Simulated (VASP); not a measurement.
Crystal: P.

```
P
1.0
     1.63668   -5.42836    0.00000
     1.63668    5.42836    0.00000
     0.00000    0.00000    4.51314
P
4
Direct
  0.90414 0.09586 0.58882
  0.09586 0.90414 0.41118
  0.59586 0.40414 0.08882
  0.40414 0.59586 0.91118
```

Base run:

```yaml
Program: VASP 6.6.1
Functional: SVWN5
Potentials_or_basis: VASP PAW PBE potentials, release 64 (P)
Cutoff: 500 eV
k_mesh: 8 × 8 × 6
Occupations: fermi-dirac, width 0.05 eV
Spin: no spin polarisation
```

Its results: band gap on the k mesh 0.04 eV; pressure -0.3 GPa; largest force 0.383 eV/Å.

Problem. The run is repeated on the same cell with these changes: functional from SVWN5 to pbe exchange, lda correlation; occupations from fermi-dirac, width 0.05 eV to fermi-dirac, width 0.15 eV. What comes out?

Solution. Band gap on the k mesh 0.28 eV; pressure 9.3 GPa; largest force 0.536 eV/Å.

Caveats: the PAW data sets were made with another functional, which shifts forces and pressure a little; the cell stands under pressure (at least some runs).

A k mesh can miss the band edges.
